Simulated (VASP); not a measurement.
Here is a VASP 6.6.1 calculation.

File INCAR:

```
ALGO     = Normal         # electronic algorithm
EDIFF    = 1E-6           # SCF threshold, eV
ENCUT    = 520            # plane-wave cutoff, eV
GGA      = PS             # functional
ISIF     = 2              # what is computed and relaxed
ISMEAR   = -1             # smearing method
LASPH    = True           # aspherical terms in the spheres
LCHARG   = True           # write CHGCAR
LELF     = True           # ELF
LREAL    = False          # projectors in reciprocal space
LVHAR    = True         
LWAVE    = False          # write WAVECAR
NBANDS   = 24             # bands
NELM     = 80             # most SCF steps
PREC     = Accurate       # precision mode
SIGMA    = 0.01           # smearing width, eV
```

The input KPOINTS:

```
k-points
0
Gamma
  8 8 6
```

Contents of POSCAR:

```
Al3Cu2
1.0
    4.0919516400      0.0000000000      0.0000000000
   -2.0459758200      3.5437340700      0.0000000000
    0.0000000000      0.0000000000      4.9927787000
Al Cu
3 2
Direct
    0.0000000000      0.0000000000      0.0000000000
    0.3333333300      0.6666666700      0.3499253500
    0.6666666700      0.3333333300      0.6500746500
    0.3333333300      0.6666666700      0.8395121300
    0.6666666700      0.3333333300      0.1604878700
```

Potentials or basis: VASP PAW PBE potentials, release 64 (Al, Cu).

Launch:

```bash
$ cat potpaw_PBE.64/Al/POTCAR potpaw_PBE.64/Cu/POTCAR > POTCAR
$ mpirun -np 1 vasp_std > vasp.out
```

Problem. What does it give for the pressure?

Solution. 0.6 GPa.

Problem. Estimate the largest force.

Solution. 0.066 eV/Å.

Stress tensor (GPa, compression positive):
```
0.62 0.00 0.00
0.00 0.62 0.00
0.00 0.00 0.47
```

Caveat: the PAW data sets were made with another functional, which shifts forces and pressure a little.
